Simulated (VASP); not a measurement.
# Cu (I4_1/amd) in VASP: further runs

The runs below take Cu through single point, with PBE.

All numbers are computed with VASP 6.6.1; they aren't measurements. Logs are shortened: lines on timing, memory, paths and dates and some standing lists are left out, and cuts for length are marked.

## (1) The cell of the first run

It takes space group I4_1/amd (No. 141, tetragonal). Conventional cell: a = 4.070 Å, b = 4.070 Å, c = 2.166 Å, α = 90.00°, β = 90.00°, γ = 90.00°. Within 2.8 Å of Cu (site symmetry -4m2) lie 10 Cu at 2.11 to 2.60 Å.

## (2) Single point, PBE (8.97 Å³/atom)

The input, INCAR:

```
PREC     = Accurate       # precision mode
ENCUT    = 520            # plane-wave cutoff, eV
EDIFF    = 1E-7           # SCF threshold, eV
ISMEAR   = -1             # smearing method
SIGMA    = 0.05           # smearing width, eV
LREAL    = False          # projectors in reciprocal space
LASPH    = True           # aspherical terms in the spheres
NELM     = 60             # most SCF steps
ALGO     = Normal         # electronic algorithm
ISIF     = 2              # what is computed and relaxed
LWAVE    = False          # write WAVECAR
LCHARG   = False          # write CHGCAR
GGA      = PE             # functional
NBANDS   = 18             # bands
```

The input, KPOINTS:

```
Automatic mesh
0
Gamma
  17 17 17
```

The input, POSCAR:

```
Cu
1.0
   -2.0348628701      2.0348628701      1.0828967750
    2.0348628701     -2.0348628701      1.0828967750
    2.0348628701      2.0348628701     -1.0828967750
Cu
2
Direct
   -0.3750000000     -0.1250000000     -0.2500000000
    0.3750000000      0.1250000000      0.2500000000
```

Potentials or basis: VASP PAW PBE potentials, release 64 (Cu).

On the command line:

```console
$ cat potpaw_PBE.64/Cu/POTCAR > POTCAR
$ mpirun -np 1 vasp_std > vasp.out
```

OUTCAR:

```text
PREC = Accurate
   ENCUT = 520
   EDIFF = 1E-7
   ISMEAR = -1
   LREAL = False
   LASPH = True
   NELM = 60
   ISIF = 2
   GGA = PE

 ion  position               nearest neighbor table
   1  0.625  0.875  0.750-   2 2.11   2 2.11   2 2.11   2 2.11   2 2.60   2 2.60   2 2.60   2 2.60

   2  0.375  0.125  0.250-   1 2.11   1 2.11   1 2.11   1 2.11   1 2.60   1 2.60   1 2.60   1 2.60

  LATTYP: Found a body centered tetragonal cell.
 ALAT       =     4.0697257402
 C/A-ratio  =     0.5321718681

  Lattice vectors:

 A1 = (  -2.0348628701,   2.0348628701,   1.0828967750)
 A2 = (   2.0348628701,  -2.0348628701,   1.0828967750)
 A3 = (   2.0348628701,   2.0348628701,  -1.0828967750)

Analysis of symmetry for initial positions (statically):
=====================================================================
 Subroutine PRICEL returns:
 Original cell was already a primitive cell.

 Routine SETGRP: Setting up the symmetry group for a
 body centered tetragonal supercell.

 Subroutine GETGRP returns: Found 16 space group operations
 (whereof  4 operations were pure point group operations)
 out of a pool of 16 trial point group operations.

The static configuration has the point symmetry C_2h.
 The point group associated with its full space group is D_4h.

Analysis of symmetry for dynamics (positions and initial velocities):
=====================================================================
 Subroutine PRICEL returns:
 Original cell was already a primitive cell.

 Routine SETGRP: Setting up the symmetry group for a
 body centered tetragonal supercell.

 Subroutine GETGRP returns: Found 16 space group operations
 (whereof  4 operations were pure point group operations)
 out of a pool of 16 trial point group operations.

The dynamic configuration has the point symmetry C_2h.
 The point group associated with its full space group is D_4h.

 Subroutine INISYM returns: Found 16 space group operations
 (whereof  4 operations are pure point group operations),
 and found     1 'primitive' translations

----------------------------------------------------------------------------------------

                                     Primitive cell

  volume of cell :      17.9357

  direct lattice vectors                    reciprocal lattice vectors
    -2.034862870  2.034862870  1.082896775     0.000000000  0.245716803  0.461724526
     2.034862870 -2.034862870  1.082896775     0.245716803  0.000000000  0.461724526
     2.034862870  2.034862870 -1.082896775     0.245716803  0.245716803  0.000000000

  length of vectors
     3.074735635  3.074735635  3.074735635     0.523035644  0.523035644  0.347496036

  position of ions in fractional coordinates (direct lattice)
     0.625000000  0.875000000  0.750000000
     0.375000000  0.125000000  0.250000000

  ion indices of the primitive-cell ions
   primitive index   ion index
                 1           1
                 2           2

----------------------------------------------------------------------------------------

 KPOINTS: Automatic mesh

Automatic generation of k-mesh.
 Grid dimensions read from file:
 generate k-points for:   17   17   17

 Generating k-lattice:

  Cartesian coordinates                     Fractional coordinates (reciprocal lattice)
     0.000000000  0.014453930  0.027160266     0.058823529  0.000000000 -0.000000000
     0.014453930  0.000000000  0.027160266     0.000000000  0.058823529 -0.000000000
     0.014453930  0.014453930  0.000000000     0.000000000  0.000000000  0.058823529

  Length of vectors
     0.030766803  0.030766803  0.020440943

  Shift w.r.t. Gamma in fractional coordinates (k-lattice)
     0.000000000  0.000000000  0.000000000

 Subroutine IBZKPT returns following result:
 ===========================================

 Found    405 irreducible k-points:

 Following reciprocal coordinates:
            Coordinates               Weight
  0.000000  0.000000  0.000000      1.000000
  0.058824  0.000000 -0.000000      8.000000
  0.117647  0.000000 -0.000000      8.000000
  0.176471  0.000000 -0.000000      8.000000
  0.235294  0.000000 -0.000000      8.000000
  0.294118  0.000000  0.000000      8.000000
[... 16 lines left out ...]
 -0.176471  0.058824  0.000000     16.000000
 -0.117647  0.058824  0.000000     16.000000
 [... further k-points ...]
   k-points           NKPTS =    405   k-points in BZ     NKDIM =    405   number of bands    NBANDS=     18
   number of dos      NEDOS =    301   number of ions     NIONS =      2
   total plane-waves  NPLWV =  13824
   dimension x,y,z NGX =    24 NGY =   24 NGZ =   24
   dimension x,y,z NGXF=    48 NGYF=   48 NGZF=   48
   ions per type =               2
   NGX,Y,Z   is equivalent  to a cutoff of  12.98, 12.98, 12.98 a.u.
   NGXF,Y,Z  is equivalent  to a cutoff of  25.95, 25.95, 25.95 a.u.
 SYSTEM =  unknown system
   PREC   = accura    normal or accurate (medium, high low for compatibility)
   ISTART =      0    job   : 0-new  1-cont  2-samecut
   ICHARG =      2    charge: 1-file 2-atom 10-const
   ISPIN  =      1    spin polarized calculation?
   LNONCOLLINEAR =      F non collinear calculations
   LSORBIT =      F    spin-orbit coupling
   LASPH  =      T    aspherical Exc in radial PAW
   ENCUT  =  520.0 eV  38.22 Ry    6.18 a.u.   5.72  5.72  5.72*2*pi/ulx,y,z
   NELM   =     60;   NELMIN=  2; NELMDL= -5     # of ELM steps
   EDIFF  = 0.1E-06   stopping-criterion for ELM
   LREAL  =      F    real-space projection
   EDIFFG = 0.1E-05   stopping-criterion for IOM
   NSW    =      0    number of steps for IOM
   IBRION =     -1    ionic relax: 0-MD 1-quasi-New 2-CG
   NFREE  =      0    steps in history (QN), initial steepest desc. (CG)
   ISIF   =      2    stress and relaxation
   ISYM   =      2    0-nonsym 1-usesym 2-fastsym
   POTIM  = 0.5000    time-step for ionic-motion
   TEBEG  =    0.0;   TEEND  =   0.0 temperature during run
   PSTRESS=    0.0 pullay stress
   NELECT =      22.0000    total number of electrons
   NUPDOWN=      -1.0000    fix difference up-down
   EMIN   =  10.00;   EMAX   =-10.00  energy-range for DOS
   EFERMI =   0.00;   METHOD = LEGACY
   ISMEAR =    -1;   SIGMA  =   0.05  broadening in eV -4-tet -1-fermi 0-gaus
   EFERMI_NEDOS =   21; number of points for ismear=-14 and -15
   IALGO  =     38    algorithm
   IMIX   =      4    mixing-type and parameters
     AMIX     =   0.40;   BMIX     =  1.00
     AMIX_MAG =   1.60;   BMIX_MAG =  1.00
  volume/ion in A,a.u.               =       8.97        60.52
  Fermi-wavevector in a.u.,A,eV,Ry     =   1.752440  3.311632 41.784140  3.071048
  Thomas-Fermi vector in A             =   2.822770
   LORBIT       =      0    0 simple, 1 ext, 2 COOP (PROOUT), +10 PAW based schemes
   GGA     = PE    functional components
   LHFCALC =     F    Hartree Fock is set to
   AEXX    =    0.0000 exact exchange contribution
   IVDW    =     0    specifies the selected vdW correction
   LEPSILON=     F    determine dielectric tensor
   LRPA    =     F    only Hartree local field effects (RPA)
 non-spin polarized calculation
  energy-cutoff  :      520.00
  volume of cell :       17.94
 maximum number of plane-waves:       496
   NGX = 11   NGY = 11   NGZ = 11

 number of electron      21.9999978 magnetization

 Free energy of the ion-electron system (eV)
  ---------------------------------------------------
  ext. energy  EPLUGINS =         0.00000000
  ---------------------------------------------------
  free energy    TOTEN  =        -4.71985419 eV

  energy without entropy =       -4.71540395  energy(sigma->0) =       -4.71762907

 E-fermi :  11.5972     XC(G=0): -14.3497

 val. band max:       11.5553072309   @ k =  -0.2353  -0.2353   0.1176
 cond. band min:      11.6194324823   @ k =  -0.2941   0.3529   0.0588
 fundamental gap:      0.0641252515
 Fermi energy:        11.5972338340

 k-point     1 :       0.0000    0.0000    0.0000
  band No.  band energies     occupation
      1      -0.0068      2.00000
      2       4.5535      2.00000
      3       5.7250      2.00000
      4       6.0415      2.00000
      5       6.5145      2.00000
      6       8.9057      2.00000
[... 10 lines left out ...]
     17      35.2719      0.00000
     18      39.7871      0.00000

 k-point     2 :       0.0588    0.0000   -0.0000
  band No.  band energies     occupation
      1       0.1473      2.00000
      2       4.6149      2.00000
      3       5.7253      2.00000
      4       6.1681      2.00000
      5       6.5747      2.00000
      6       8.6411      2.00000
[... 10 lines left out ...]
     17      35.4409      0.00000
     18      37.9297      0.00000

 k-point     3 :       0.1176    0.0000   -0.0000
  band No.  band energies     occupation
      1       0.6018      2.00000
      2       4.7910      2.00000
      3       5.7720      2.00000
      4       6.4720      2.00000
      5       6.7424      2.00000
      6       8.2047      2.00000
[... 10 lines left out ...]
     17      34.8196      0.00000
     18      35.0632      0.00000

 k-point     4 :       0.1765    0.0000   -0.0000
  band No.  band energies     occupation
      1       1.3308      2.00000
      2       5.0523      2.00000
      3       5.8757      2.00000
      4       6.7439      2.00000
      5       7.0432      2.00000
      6       7.7021      2.00000
[... 10 lines left out ...]
     17      32.7175      0.00000
     18      33.1665      0.00000

 k-point     5 :       0.2353    0.0000   -0.0000
  band No.  band energies     occupation
      1       2.2794      2.00000
      2       5.3306      2.00000
      3       5.9806      2.00000
      4       6.7393      2.00000
      5       7.2599      2.00000
      6       7.4386      2.00000
[... 10 lines left out ...]
     17      30.4545      0.00000
     18      31.8133      0.00000

 k-point     6 :       0.2941    0.0000    0.0000
  band No.  band energies     occupation
      1       3.3330      2.00000
      2       5.4850      2.00000
      3       5.9818      2.00000
      4       6.7144      2.00000
      5       7.0512      2.00000
      6       7.5130      2.00000
[... 10 lines left out ...]
     17      29.2668      0.00000
     18      30.6691      0.00000

 k-point     7 :       0.3529    0.0000    0.0000
  band No.  band energies     occupation
      1       4.2544      2.00000
      2       5.4134      2.00000
      3       5.9416      2.00000
      4       6.7019      2.00000
      5       7.1779      2.00000
      6       7.5968      2.00000
[... 10 lines left out ...]
     17      30.1369      0.00000
     18      31.3064      0.00000

 k-point     8 :       0.4118    0.0000    0.0000
  band No.  band energies     occupation
      1       4.7497      2.00000
      2       5.2525      2.00000
      3       6.0160      2.00000
      4       6.5835      2.00000
      5       7.4726      2.00000
      6       7.9791      2.00000
[... 10 lines left out ...]
     17      29.7367      0.00000
     18      33.5825      0.00000
[... 229 lines left out ...]
     17      29.8569      0.00000
     18      32.2873      0.00000

 k-point    20 :      -0.3529    0.0588    0.0000
  band No.  band energies     occupation
      1       3.5924      2.00000
      2       5.4574      2.00000
      3       6.0303      2.00000
      4       6.6850      2.00000
      5       7.2282      2.00000
      6       7.4463      2.00000
[... 10 lines left out ...]
     17      30.0099      0.00000
     18      30.7226      0.00000

 k-point    21 :      -0.2941    0.0588    0.0000
  band No.  band energies     occupation
      1       2.5568      2.00000
      2       5.3697      2.00000
      3       6.0327      2.00000
      4       6.6627      2.00000
      5       7.2168      2.00000
      6       7.5181      2.00000
[... 10 lines left out ...]
     17      30.6568      0.00000
     18      30.8622      0.00000

 k-point    22 :      -0.2353    0.0588    0.0000
  band No.  band energies     occupation
      1       1.5784      2.00000
      2       5.1264      2.00000
      3       5.9396      2.00000
      4       6.6146      2.00000
      5       6.9826      2.00000
      6       7.7999      2.00000
[... 10 lines left out ...]
     17      31.7452      0.00000
     18      32.6606      0.00000

 k-point    23 :      -0.1765    0.0588    0.0000
  band No.  band energies     occupation
      1       0.7978      2.00000
      2       4.8651      2.00000
      3       5.8250      2.00000
      4       6.4054      2.00000
      5       6.6967      2.00000
      6       8.2509      2.00000
[... 10 lines left out ...]
     17      33.9127      0.00000
     18      34.8096      0.00000

 k-point    24 :      -0.1176    0.0588    0.0000
  band No.  band energies     occupation
      1       0.2815      2.00000
      2       4.6710      2.00000
      3       5.7605      2.00000
      4       6.1400      2.00000
      5       6.5468      2.00000
      6       8.6624      2.00000
[... 10 lines left out ...]
     17      35.0201      0.00000
     18      37.2942      0.00000

 [... further k-points ...]
[... 5 lines left out ...]
  --------------------------------------------------------------------------------------
  -------------------------------------------------------------------------------------
  Total       12.8567189     12.8567189     12.9075954      0.0000000     -0.0000000     -0.0000000
  in kB     1148.4798638   1148.4798638   1153.0246191      0.0000000     -0.0000000     -0.0000000
  external PRESSURE =    1149.9947822 kB  Pullay stress =       0.0000000 kB

 VOLUME and BASIS-vectors are now :
 -----------------------------------------------------------------------------
  energy-cutoff  :      520.00
  volume of cell :       17.94
      direct lattice vectors                 reciprocal lattice vectors
    -2.034862870  2.034862870  1.082896775     0.000000000  0.245716803  0.461724526
     2.034862870 -2.034862870  1.082896775     0.245716803  0.000000000  0.461724526
     2.034862870  2.034862870 -1.082896775     0.245716803  0.245716803  0.000000000

 POSITION                                       TOTAL-FORCE (eV/Angst)
 -----------------------------------------------------------------------------------
      2.03486      1.01743      0.81217         0.000000     -0.000000      0.000000
     -0.00000      1.01743      0.27072        -0.000000      0.000000     -0.000000
 -----------------------------------------------------------------------------------
    total drift:                               -0.000000      0.000000      0.000000

  FREE ENERGIE OF THE ION-ELECTRON SYSTEM (eV)
  ---------------------------------------------------
  free  energy   TOTEN  =        -4.7198541876 eV

  energy  without entropy=       -4.7154039506  energy(sigma->0) =       -4.71762907
```

It took 70 s on 1 thread of Intel Xeon Platinum 8259CL at 2.50GHz (Skylake/Cascade Lake), shared host; peak memory 0.22 GiB.

What came out:

* Free energy: -4.7199 eV
* Pressure: 115.0 GPa
* Band gap on the k mesh: zero (bands 11 and 12 overlap by 5.91 eV)

Levels at points of the mesh, in eV from the Fermi level:
```
           k point  band 7  band 8  band 9  band 10  band 11  band 12  band 13  band 14  band 15  band 16
(0.00, 0.00, 0.00)   -2.69   -2.65   -2.65    -1.73    -1.06     5.71     5.71    12.79    14.91    23.67
```

Caveat: the cell stands under pressure.

## (3) Single point, PBE (8.97 Å³/atom)

The input, INCAR:

```
SYSTEM = Cu
PREC     = Accurate       ! precision mode
ENCUT    = 520            ! plane-wave cutoff, eV
EDIFF    = 1E-7           ! SCF threshold, eV
ISMEAR   = -1             ! smearing method
SIGMA    = 0.05           ! smearing width, eV
LREAL    = .FALSE.        ! projectors in reciprocal space
LASPH    = .TRUE.         ! aspherical terms in the spheres
NELM     = 60             ! most SCF steps
ALGO     = Normal         ! electronic algorithm
ISIF     = 2              ! what is computed and relaxed
LWAVE    = .FALSE.        ! write WAVECAR
LCHARG   = .FALSE.        ! write CHGCAR
GGA      = PE             ! functional
NBANDS   = 18             ! bands
```

The input, KPOINTS:

```
Automatic mesh
0
G
  17 17 17
  0 0 0
```

POSCAR is that of step 2.

Potentials or basis: VASP PAW PBE potentials, release 64 (Cu).

On the command line:

```console
$ cat potpaw_PBE.64/Cu/POTCAR > POTCAR
$ mpirun -np 1 vasp_std > vasp.out
```

Wall time 71 s (1 thread of Intel Xeon Platinum 8259CL at 2.50GHz (Skylake/Cascade Lake), shared host); peak memory 0.22 GiB.

It converged, with:

```
Free energy            : -4.7199 eV
Pressure               : 115.0 GPa
Band gap on the k mesh : zero (bands 11 and 12 overlap by 5.91 eV)
```

Stress tensor (GPa, compression positive):
```
114.85   0.00   0.00
  0.00 114.85   0.00
  0.00   0.00 115.30
```

Levels at points of the mesh, in eV from the Fermi level:
```csv
k point,band 9,band 10,band 11,band 12,band 13,band 14
"(0.00, 0.00, 0.00)",-2.65,-1.73,-1.06,5.71,5.71,12.79
```

Caveat: the cell stands under pressure.

## (4) Single point, PBE (10.02 Å³/atom)

This run uses another cell than the first one, of 10.02 Å³/atom.

The input, INCAR:

```
SYSTEM = Cu
  PREC = Accurate
  ENCUT = 520
  EDIFF = 1E-6
  ISMEAR = -1
  SIGMA = 0.05
  LREAL = .False.
  LASPH = .True.
  NELM = 80
  ALGO = Normal
  ISIF = 2
  LWAVE = .False.
  LCHARG = .False.
  GGA = PE
  NBANDS = 18
```

The input, KPOINTS:

```
regular mesh
0
Gamma
  17 17 17
  0 0 0
```

The input, POSCAR:

```
Cu
1.0
   -2.1131407043      2.1131407043      1.1222902843
    2.1131407043     -2.1131407043      1.1222902843
    2.1131407043      2.1131407043     -1.1222902843
Cu
2
Direct
   -0.3750000000     -0.1250000000     -0.2500000000
    0.3750000000      0.1250000000      0.2500000000
```

On the command line:

```console
$ cat potpaw_PBE.64/Cu/POTCAR > POTCAR
$ mpirun -np 1 vasp_std > vasp.out
```

Wall time 68 s (1 thread of Intel Xeon Platinum 8259CL at 2.50GHz (Skylake/Cascade Lake), shared host); peak memory 0.23 GiB.

Results (log left out):

```yaml
Free_energy: -5.8593 eV
Pressure: 62.4 GPa
Band_gap_on_the_k_mesh: zero (bands 11 and 12 overlap by 5.31 eV)
```

Stress tensor (GPa, compression positive):
```
62.34  0.00  0.00
 0.00 62.34  0.00
 0.00  0.00 62.62
```

Levels at points of the mesh, in eV from the Fermi level:
```
           k point  band 9  band 10  band 11  band 12  band 13  band 14
(0.00, 0.00, 0.00)   -2.38    -1.62    -1.04     5.42     5.42    12.07
```

Caveat: the cell stands under pressure.

## (5) Single point, PBE (10.02 Å³/atom)

This run uses another cell than the first one, of 10.02 Å³/atom.

The input, INCAR:

```
  ALGO = Normal
  EDIFF = 1E-6
  ENCUT = 520
  GGA = PE
  ISIF = 2
  ISMEAR = -1
  LASPH = True
  LCHARG = False
  LREAL = False
  LWAVE = False
  NBANDS = 18
  NELM = 80
  PREC = Accurate
  SIGMA = 0.05
```

The input, KPOINTS:

```
k-points
0
Gamma
  17 17 17
```

POSCAR is that of step 4.

On the command line:

```console
$ cat potpaw_PBE.64/Cu/POTCAR > POTCAR
$ mpirun -np 1 vasp_std > vasp.out
```

Run time: 69 s. Hardware: 1 thread of Intel Xeon Platinum 8259CL at 2.50GHz (Skylake/Cascade Lake), shared host; peak memory 0.23 GiB.

It converged, with:

| Item | Value |
| --- | --- |
| Free energy | -5.8593 eV |
| Pressure | 62.4 GPa |
| Band gap on the k mesh | zero (bands 11 and 12 overlap by 5.31 eV) |

Stress tensor (GPa, compression positive):
```
62.34  0.00  0.00
 0.00 62.34  0.00
 0.00  0.00 62.62
```

Levels at points of the mesh, in eV from the Fermi level:
| k point | band 7 | band 8 | band 9 | band 10 | band 11 | band 12 | band 13 | band 14 | band 15 | band 16 |
| --- | --- | --- | --- | --- | --- | --- | --- | --- | --- | --- |
| (0.00, 0.00, 0.00) | -2.41 | -2.38 | -2.38 | -1.62 | -1.04 | 5.42 | 5.42 | 12.07 | 13.26 | 22.34 |

Caveat: the cell stands under pressure.
